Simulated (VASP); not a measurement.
Here is a VASP 6.6.1 calculation.

File POSCAR:

```
Bi
1.0
    3.4939459572      0.0000000000      0.0000000000
   -1.7469729786      3.0258459584      0.0000000000
    0.0000000000      0.0000000000      5.8433888594
Bi
2
Direct
    0.3333333333      0.6666666667      0.2500000000
    0.6666666667      0.3333333333      0.7500000000
```

File INCAR.step1:

```
SYSTEM = Bi
PREC     = Accurate       ! precision mode
ENCUT    = 520            ! plane-wave cutoff, eV
ISMEAR   = 0              ! smearing method
SIGMA    = 0.1            ! smearing width, eV
LREAL    = .FALSE.        ! projectors in reciprocal space
LASPH    = .TRUE.         ! aspherical terms in the spheres
NELM     = 60             ! most SCF steps
NBANDS   = 22             ! bands
GGA      = PE             ! functional
ALGO     = Normal         ! electronic algorithm
EDIFF    = 1E-4           ! SCF threshold, eV
LWAVE    = .TRUE.         ! write WAVECAR
LCHARG   = .FALSE.        ! write CHGCAR
```

The input INCAR.step2:

```
SYSTEM = Bi
PREC     = Accurate       ! precision mode
ENCUT    = 520            ! plane-wave cutoff, eV
EDIFF    = 1E-7           ! SCF threshold, eV
ISMEAR   = 0              ! smearing method
SIGMA    = 0.1            ! smearing width, eV
LREAL    = .FALSE.        ! projectors in reciprocal space
LASPH    = .TRUE.         ! aspherical terms in the spheres
NELM     = 60             ! most SCF steps
ALGO     = Normal         ! electronic algorithm
ISIF     = 2              ! what is computed and relaxed
LWAVE    = .FALSE.        ! write WAVECAR
LCHARG   = .TRUE.         ! write CHGCAR
METAGGA  = R2SCAN         ! meta-GGA
LMIXTAU  = .TRUE.       
LELF     = .TRUE.         ! ELF
LVHAR    = .TRUE.       
NBANDS   = 22             ! bands
ISTART   = 1
```

Contents of KPOINTS:

```
regular mesh
0
G
  6 6 4
  0 0 0
```

Potentials or basis: VASP PAW PBE potentials, release 64 (Bi_d).

Run with:

```sh
$ cat potpaw_PBE.64/Bi_d/POTCAR > POTCAR
$ cp INCAR.step1 INCAR
$ mpirun -np 1 vasp_std > vasp.out
$ cp INCAR.step2 INCAR
$ mpirun -np 1 vasp_std > vasp.out
```

Question: Estimate the pressure.

Answer: 0.0 GPa.

Question: Estimate the band gap on the k mesh.

Answer: Zero (bands 15 and 16 overlap by 7.52 eV).

Stress tensor (GPa, compression positive):
```
-0.22  0.00  0.00
 0.00 -0.22  0.00
 0.00  0.00  0.39
```

Caveat: the PAW data sets were made with another functional, which shifts forces and pressure a little; spin-orbit coupling is left out, which moves the levels of the heavy elements.
